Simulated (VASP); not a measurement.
# Ga (P6_3/mmc) in VASP: further runs

The runs below take Ga through single point, with PBEsol.

All numbers are computed with VASP 6.6.1; they aren't measurements. Logs are shortened: lines on timing, memory, paths and dates and some standing lists are left out, and cuts for length are marked.

## 1. The cell of the first run

Symmetry: P6_3/mmc, No. 194, hexagonal system. Conventional cell: a = 2.965 Å, b = 2.965 Å, c = 4.689 Å, α = 90.00°, β = 90.00°, γ = 120.00°. Within 3.8 Å of Ga (site symmetry -6m2) lie 12 Ga at 2.90 to 2.96 Å.

This isn't the form of Ga at room conditions, which is orthorhombic.

## 2. Single point, PBEsol (17.85 Å³/atom)

File INCAR:

```
  PREC = Accurate
  ENCUT = 520
  EDIFF = 1E-7
  ISMEAR = -1
  SIGMA = 0.1
  LREAL = F
  LASPH = T
  NELM = 80
  ALGO = Normal
  ISIF = 2
  LWAVE = F
  LCHARG = F
  GGA = PS
  NBANDS = 20
```

File KPOINTS:

```
regular mesh
0
Gamma
  14 14 8
```

File POSCAR:

```
Ga
1.0
    2.9647887927      0.0000000000      0.0000000000
   -1.4823943964      2.5675824113      0.0000000000
    0.0000000000      0.0000000000      4.6894509240
Ga
2
Direct
    0.3333333333      0.6666666667      0.2500000000
    0.6666666667      0.3333333333      0.7500000000
```

Potentials or basis: VASP PAW PBE potentials, release 64 (Ga_d).

Command:

```
$ cat potpaw_PBE.64/Ga_d/POTCAR > POTCAR
$ mpirun -np 1 vasp_std > vasp.out
```

OUTCAR:

```text
PREC = Accurate
   ENCUT = 520
   EDIFF = 1E-7
   ISMEAR = -1
   LREAL = F
   LASPH = T
   NELM = 80
   ISIF = 2
   GGA = PS

 ion  position               nearest neighbor table
   1  0.333  0.667  0.250-   2 2.90   2 2.90   2 2.90   2 2.90   2 2.90   2 2.90
   2  0.667  0.333  0.750-   1 2.90   1 2.90   1 2.90   1 2.90   1 2.90   1 2.90

  LATTYP: Found a hexagonal cell.
 ALAT       =     2.9647887927
 C/A-ratio  =     1.5817150063

  Lattice vectors:

 A1 = (   2.9647887927,   0.0000000000,   0.0000000000)
 A2 = (  -1.4823943964,   2.5675824113,   0.0000000000)
 A3 = (   0.0000000000,   0.0000000000,   4.6894509240)

Analysis of symmetry for initial positions (statically):
=====================================================================
 Subroutine PRICEL returns:
 Original cell was already a primitive cell.

 Routine SETGRP: Setting up the symmetry group for a
 hexagonal supercell.

 Subroutine GETGRP returns: Found 24 space group operations
 (whereof 12 operations were pure point group operations)
 out of a pool of 24 trial point group operations.

The static configuration has the point symmetry D_3d.
 The point group associated with its full space group is D_6h.

Analysis of symmetry for dynamics (positions and initial velocities):
=====================================================================
 Subroutine PRICEL returns:
 Original cell was already a primitive cell.

 Routine SETGRP: Setting up the symmetry group for a
 hexagonal supercell.

 Subroutine GETGRP returns: Found 24 space group operations
 (whereof 12 operations were pure point group operations)
 out of a pool of 24 trial point group operations.

The dynamic configuration has the point symmetry D_3d.
 The point group associated with its full space group is D_6h.

 Subroutine INISYM returns: Found 24 space group operations
 (whereof 12 operations are pure point group operations),
 and found     1 'primitive' translations

----------------------------------------------------------------------------------------

                                     Primitive cell

  volume of cell :      35.6977

  direct lattice vectors                    reciprocal lattice vectors
     2.964788793  0.000000000  0.000000000     0.337292155  0.194735716  0.000000000
    -1.482394396  2.567582411  0.000000000     0.000000000  0.389471433  0.000000000
     0.000000000  0.000000000  4.689450924     0.000000000  0.000000000  0.213244582

  length of vectors
     2.964788793  2.964788793  4.689450924     0.389471433  0.389471433  0.213244582

  position of ions in fractional coordinates (direct lattice)
     0.333333333  0.666666667  0.250000000
     0.666666667  0.333333333  0.750000000

  ion indices of the primitive-cell ions
   primitive index   ion index
                 1           1
                 2           2

----------------------------------------------------------------------------------------

 KPOINTS: regular mesh

Automatic generation of k-mesh.
 Grid dimensions read from file:
 generate k-points for:   14   14    8

 Generating k-lattice:

  Cartesian coordinates                     Fractional coordinates (reciprocal lattice)
     0.024092297  0.013909694  0.000000000     0.071428571  0.000000000  0.000000000
     0.000000000  0.027819388  0.000000000     0.000000000  0.071428571  0.000000000
     0.000000000  0.000000000  0.026655573     0.000000000  0.000000000  0.125000000

  Length of vectors
     0.027819388  0.027819388  0.026655573

  Shift w.r.t. Gamma in fractional coordinates (k-lattice)
     0.000000000  0.000000000  0.000000000

 Subroutine IBZKPT returns following result:
 ===========================================

 Found    120 irreducible k-points:

 Following reciprocal coordinates:
            Coordinates               Weight
  0.000000  0.000000  0.000000      1.000000
  0.071429  0.000000  0.000000      6.000000
  0.142857  0.000000  0.000000      6.000000
  0.214286  0.000000  0.000000      6.000000
  0.285714  0.000000  0.000000      6.000000
  0.357143  0.000000  0.000000      6.000000
[... 16 lines left out ...]
  0.285714  0.285714  0.000000      6.000000
  0.357143  0.285714  0.000000      6.000000
 [... further k-points ...]
   k-points           NKPTS =    120   k-points in BZ     NKDIM =    120   number of bands    NBANDS=     20
   number of dos      NEDOS =    301   number of ions     NIONS =      2
   total plane-waves  NPLWV =  20736
   dimension x,y,z NGX =    24 NGY =   24 NGZ =   36
   dimension x,y,z NGXF=    48 NGYF=   48 NGZF=   72
   ions per type =               2
   NGX,Y,Z   is equivalent  to a cutoff of  13.46, 13.46, 12.76 a.u.
   NGXF,Y,Z  is equivalent  to a cutoff of  26.92, 26.92, 25.52 a.u.
 SYSTEM =  unknown system
   PREC   = accura    normal or accurate (medium, high low for compatibility)
   ISTART =      0    job   : 0-new  1-cont  2-samecut
   ICHARG =      2    charge: 1-file 2-atom 10-const
   ISPIN  =      1    spin polarized calculation?
   LNONCOLLINEAR =      F non collinear calculations
   LSORBIT =      F    spin-orbit coupling
   LASPH  =      T    aspherical Exc in radial PAW
   ENCUT  =  520.0 eV  38.22 Ry    6.18 a.u.   5.51  5.51  8.72*2*pi/ulx,y,z
   NELM   =     80;   NELMIN=  2; NELMDL= -5     # of ELM steps
   EDIFF  = 0.1E-06   stopping-criterion for ELM
   LREAL  =      F    real-space projection
   EDIFFG = 0.1E-05   stopping-criterion for IOM
   NSW    =      0    number of steps for IOM
   IBRION =     -1    ionic relax: 0-MD 1-quasi-New 2-CG
   NFREE  =      0    steps in history (QN), initial steepest desc. (CG)
   ISIF   =      2    stress and relaxation
   ISYM   =      2    0-nonsym 1-usesym 2-fastsym
   POTIM  = 0.5000    time-step for ionic-motion
   TEBEG  =    0.0;   TEEND  =   0.0 temperature during run
   PSTRESS=    0.0 pullay stress
   NELECT =      26.0000    total number of electrons
   NUPDOWN=      -1.0000    fix difference up-down
   EMIN   =  10.00;   EMAX   =-10.00  energy-range for DOS
   EFERMI =   0.00;   METHOD = LEGACY
   ISMEAR =    -1;   SIGMA  =   0.10  broadening in eV -4-tet -1-fermi 0-gaus
   EFERMI_NEDOS =   21; number of points for ismear=-14 and -15
   IALGO  =     38    algorithm
   IMIX   =      4    mixing-type and parameters
     AMIX     =   0.40;   BMIX     =  1.00
     AMIX_MAG =   1.60;   BMIX_MAG =  1.00
  volume/ion in A,a.u.               =      17.85       120.45
  Fermi-wavevector in a.u.,A,eV,Ry     =   1.472943  2.783458 29.518665  2.169561
  Thomas-Fermi vector in A             =   2.587896
   LORBIT       =      0    0 simple, 1 ext, 2 COOP (PROOUT), +10 PAW based schemes
   GGA     = PS    functional components
   LHFCALC =     F    Hartree Fock is set to
   AEXX    =    0.0000 exact exchange contribution
   IVDW    =     0    specifies the selected vdW correction
   LEPSILON=     F    determine dielectric tensor
   LRPA    =     F    only Hartree local field effects (RPA)
 non-spin polarized calculation
  energy-cutoff  :      520.00
  volume of cell :       35.70
 maximum number of plane-waves:       992
 NGX is ok and might be reduce to    24
   NGX = 11   NGY = 11   NGZ = 17

 number of electron      26.0000002 magnetization

 Free energy of the ion-electron system (eV)
  ---------------------------------------------------
  ext. energy  EPLUGINS =         0.00000000
  ---------------------------------------------------
  free energy    TOTEN  =        -6.64823489 eV

  energy without entropy =       -6.62038443  energy(sigma->0) =       -6.63430966

 E-fermi :   5.9587     XC(G=0): -11.4319

 val. band max:        5.9244244693   @ k =   0.3571   0.2143   0.1250
 cond. band min:       5.9671721809   @ k =   0.2857   0.2143   0.1250
 fundamental gap:      0.0427477115
 Fermi energy:         5.9587124625

 k-point     1 :       0.0000    0.0000    0.0000
  band No.  band energies     occupation
      1      -9.0481      2.00000
      2      -8.9305      2.00000
      3      -8.9305      2.00000
      4      -8.9301      2.00000
      5      -8.9012      2.00000
      6      -8.9012      2.00000
[... 12 lines left out ...]
     19      19.8642      0.00000
     20      20.0909      0.00000

 k-point     2 :       0.0714    0.0000    0.0000
  band No.  band energies     occupation
      1      -9.0408      2.00000
      2      -8.9493      2.00000
      3      -8.9196      2.00000
      4      -8.9095      2.00000
      5      -8.9011      2.00000
      6      -8.8912      2.00000
[... 12 lines left out ...]
     19      20.1292      0.00000
     20      20.7014      0.00000

 k-point     3 :       0.1429    0.0000    0.0000
  band No.  band energies     occupation
      1      -9.0312      2.00000
      2      -8.9611      2.00000
      3      -8.9055      2.00000
      4      -8.8995      2.00000
      5      -8.8930      2.00000
      6      -8.8888      2.00000
[... 12 lines left out ...]
     19      18.5440      0.00000
     20      21.5979      0.00000

 k-point     4 :       0.2143    0.0000    0.0000
  band No.  band energies     occupation
      1      -9.0452      2.00000
      2      -8.9553      2.00000
      3      -8.9317      2.00000
      4      -8.9116      2.00000
      5      -8.9034      2.00000
      6      -8.8444      2.00000
[... 12 lines left out ...]
     19      18.0361      0.00000
     20      20.7844      0.00000

 k-point     5 :       0.2857    0.0000    0.0000
  band No.  band energies     occupation
      1      -9.0740      2.00000
      2      -8.9726      2.00000
      3      -8.9599      2.00000
      4      -8.9309      2.00000
      5      -8.8824      2.00000
      6      -8.8037      2.00000
[... 12 lines left out ...]
     19      17.3403      0.00000
     20      20.0928      0.00000

 k-point     6 :       0.3571    0.0000    0.0000
  band No.  band energies     occupation
      1      -9.1020      2.00000
      2      -9.0125      2.00000
      3      -8.9742      2.00000
      4      -8.9474      2.00000
      5      -8.8567      2.00000
      6      -8.8249      2.00000
[... 12 lines left out ...]
     19      16.7607      0.00000
     20      19.5529      0.00000

 k-point     7 :       0.4286    0.0000    0.0000
  band No.  band energies     occupation
      1      -9.1215      2.00000
      2      -9.0410      2.00000
      3      -8.9864      2.00000
      4      -8.9583      2.00000
      5      -8.8390      2.00000
      6      -8.8376      2.00000
[... 12 lines left out ...]
     19      16.3910      0.00000
     20      19.2160      0.00000
[... 277 lines left out ...]
 k-point    20 :       0.2143    0.2143    0.0000
  band No.  band energies     occupation
      1      -9.0251      2.00000
      2      -9.0017      2.00000
      3      -9.0015      2.00000
      4      -8.9392      2.00000
      5      -8.8488      2.00000
      6      -8.8306      2.00000
[... 12 lines left out ...]
     19      15.2478      0.00000
     20      20.9313      0.00000

 k-point    21 :       0.2857    0.2143    0.0000
  band No.  band energies     occupation
      1      -9.0543      2.00000
      2      -9.0182      2.00000
      3      -8.9674      2.00000
      4      -8.9374      2.00000
      5      -8.8508      2.00000
      6      -8.8357      2.00000
[... 12 lines left out ...]
     19      14.3209      0.00000
     20      20.9290      0.00000

 k-point    22 :       0.3571    0.2143    0.0000
  band No.  band energies     occupation
      1      -9.0703      2.00000
      2      -9.0275      2.00000
      3      -8.9423      2.00000
      4      -8.9329      2.00000
      5      -8.8651      2.00000
      6      -8.8287      2.00000
[... 12 lines left out ...]
     19      13.9348      0.00000
     20      20.7534      0.00000

 k-point    23 :       0.2857    0.2857    0.0000
  band No.  band energies     occupation
      1      -9.0730      2.00000
      2      -8.9727      2.00000
      3      -8.9681      2.00000
      4      -8.9246      2.00000
      5      -8.8723      2.00000
      6      -8.8397      2.00000
[... 12 lines left out ...]
     19      13.1437      0.00000
     20      23.4587      0.00000

 k-point    24 :       0.3571    0.2857    0.0000
  band No.  band energies     occupation
      1      -9.0797      2.00000
      2      -8.9724      2.00000
      3      -8.9380      2.00000
      4      -8.9135      2.00000
      5      -8.8864      2.00000
      6      -8.8674      2.00000
[... 12 lines left out ...]
     19      12.7631      0.00000
     20      23.6406      0.00000

 [... further k-points ...]

------------------------ aborting loop because EDIFF is reached ----------------------------------------

  FORCE on cell =-STRESS in cart. coord.  units (eV):
  Direction    XX          YY          ZZ          XY          YZ          ZX
  --------------------------------------------------------------------------------------
  -------------------------------------------------------------------------------------
  Total        0.0270509      0.0270509      0.1357415     -0.0000000     -0.0000000      0.0000000
  in kB        1.2140924      1.2140924      6.0923273     -0.0000000     -0.0000000      0.0000000
  external PRESSURE =       2.8401707 kB  Pullay stress =       0.0000000 kB

 VOLUME and BASIS-vectors are now :
 -----------------------------------------------------------------------------
  energy-cutoff  :      520.00
  volume of cell :       35.70
      direct lattice vectors                 reciprocal lattice vectors
     2.964788793  0.000000000  0.000000000     0.337292155  0.194735716  0.000000000
    -1.482394396  2.567582411  0.000000000     0.000000000  0.389471433  0.000000000
     0.000000000  0.000000000  4.689450924     0.000000000  0.000000000  0.213244582

 POSITION                                       TOTAL-FORCE (eV/Angst)
 -----------------------------------------------------------------------------------
     -0.00000      1.71172      1.17236        -0.000000     -0.000000      0.000000
      1.48239      0.85586      3.51709         0.000000      0.000000      0.000000
 -----------------------------------------------------------------------------------
    total drift:                               -0.000000      0.000000     -0.000000

  FREE ENERGIE OF THE ION-ELECTRON SYSTEM (eV)
  ---------------------------------------------------
  free  energy   TOTEN  =        -6.6482348875 eV

  energy  without entropy=       -6.6203844267  energy(sigma->0) =       -6.63430966
```

Run time: 1.9 min. Hardware: 1 thread of Intel Xeon 8259CL, shared host; peak memory 0.2 GiB.

Results:

| Item | Value |
| --- | --- |
| Free energy | -6.6482 eV |
| Pressure | 0.3 GPa |
| Band gap on the k mesh | zero (bands 13 and 14 overlap by 8.28 eV) |

Caveat: the PAW data sets were made with another functional, which shifts forces and pressure a little.

## 3. Single point, PBEsol (18.56 Å³/atom)

This run uses another cell than the first one, of 18.56 Å³/atom.

File INCAR:

```
  ALGO = Normal
  EDIFF = 1E-6
  ENCUT = 520
  GGA = PS
  ISIF = 2
  ISMEAR = -1
  LASPH = T
  LCHARG = F
  LREAL = F
  LWAVE = F
  NBANDS = 20
  NELM = 80
  PREC = Accurate
  SIGMA = 0.1
```

File KPOINTS:

```
k-points
0
Gamma
  14 14 8
```

File POSCAR:

```
Ga
1.0
    3.0038036457      0.0000000000      0.0000000000
   -1.5019018229      2.6013702651      0.0000000000
    0.0000000000      0.0000000000      4.7511613024
Ga
2
Direct
    0.3333333333      0.6666666667      0.2500000000
    0.6666666667      0.3333333333      0.7500000000
```

Potentials or basis: VASP PAW PBE potentials, release 64 (Ga_d).

Command:

```
$ cat potpaw_PBE.64/Ga_d/POTCAR > POTCAR
$ mpirun -np 1 vasp_std > vasp.out
```

Wall time 99 s (1 thread of Intel Xeon 8259CL, shared host); peak memory 0.2 GiB.

It converged, with:

- Free energy: -6.6410 eV
- Pressure: -1.8 GPa
- Band gap on the k mesh: zero (bands 13 and 14 overlap by 7.97 eV)

Stress tensor (GPa, compression positive):
```
-1.97  0.00  0.00
 0.00 -1.97  0.00
 0.00  0.00 -1.56
```

Levels at points of the mesh, in eV from the Fermi level:
```csv
k point,band 10,band 11,band 12,band 13,band 14,band 15,band 16,band 17
"(0.00, 0.00, 0.00)",-14.65,-11.21,-4.59,-3.93,9.29,9.29,11.36,11.36
"(0.50, 0.00, 0.00)",-14.62,-5.84,-5.04,0.67,0.88,1.02,3.19,4.60
"(0.00, 0.00, 0.50)",-14.69,-9.49,-9.49,4.21,4.21,10.57,10.57,10.57
"(0.50, 0.00, 0.50)",-14.64,-4.21,-4.21,-3.22,-3.22,6.40,6.40,7.71
```

Caveat: the PAW data sets were made with another functional, which shifts forces and pressure a little.

## 4. Single point, PBEsol (19.28 Å³/atom)

This run uses another cell than the first one, of 19.28 Å³/atom.

File INCAR:

```
ALGO = Normal
EDIFF = 1E-6
ENCUT = 520
GGA = PS
ISIF = 2
ISMEAR = -1
LASPH = T
LCHARG = F
LREAL = F
LWAVE = F
NBANDS = 20
NELM = 100
PREC = Accurate
SIGMA = 0.1
```

KPOINTS is that of step 3.

File POSCAR:

```
Ga
1.0
    3.0418305135      0.0000000000      0.0000000000
   -1.5209152568      2.6343024987      0.0000000000
    0.0000000000      0.0000000000      4.8113089699
Ga
2
Direct
    0.3333333333      0.6666666667      0.2500000000
    0.6666666667      0.3333333333      0.7500000000
```

Command:

```
$ cat potpaw_PBE.64/Ga_d/POTCAR > POTCAR
$ mpirun -np 1 vasp_std > vasp.out
```

It took 1.9 min on 1 thread of Intel Xeon 8259CL, shared host; peak memory 0.2 GiB.

Results (log left out):

| Quantity | Value |
| --- | --- |
| Free energy | -6.6169 eV |
| Pressure | -3.5 GPa |
| Band gap on the k mesh | zero (bands 13 and 14 overlap by 7.67 eV) |

Stress tensor (GPa, compression positive):
```
-3.64  0.00  0.00
 0.00 -3.64  0.00
 0.00  0.00 -3.27
```

Levels at points of the mesh, in eV from the Fermi level:
```tsv
k point	band 10	band 11	band 12	band 13	band 14	band 15	band 16	band 17
(0.00, 0.00, 0.00)	-14.63	-10.92	-4.58	-3.76	9.00	9.00	11.03	11.03
(0.50, 0.00, 0.00)	-14.61	-5.75	-4.89	0.52	0.86	1.03	3.16	4.49
(0.00, 0.00, 0.50)	-14.68	-9.25	-9.25	4.08	4.08	10.22	10.22	10.22
(0.50, 0.00, 0.50)	-14.63	-4.18	-4.18	-3.09	-3.09	6.24	6.24	7.44
```

Caveat: the cell stands under tension; the PAW data sets were made with another functional, which shifts forces and pressure a little.

## 5. Overview

| cell | gap on the mesh (eV) | pressure (GPa) |
| --- | --- | --- |
| a = 2.965, b = 2.965, c = 4.689 Å, angles 90.0, 90.0, 120.0°, 2 atoms | none | 0.3 |
| a = 3.004, b = 3.004, c = 4.751 Å, angles 90.0, 90.0, 120.0°, 2 atoms | none | -1.8 |
| a = 3.042, b = 3.042, c = 4.811 Å, angles 90.0, 90.0, 120.0°, 2 atoms | none | -3.5 |

Alike in all rows: task single point; level PBEsol; potentials or basis VASP PAW PBE potentials, release 64 (Ga_d); no spin polarisation; k mesh 14 × 14 × 8; cutoff (eV) 520; smearing fermi-dirac 0.1 eV.

Caveats: the PAW data sets were made with another functional, which shifts forces and pressure a little; the cell stands under tension (at least some runs).

Total energies depend on the potentials used, so only differences within one code and one set of settings carry meaning.

The gap in the log of VASP goes by the Fermi energy; the results here count the filled bands.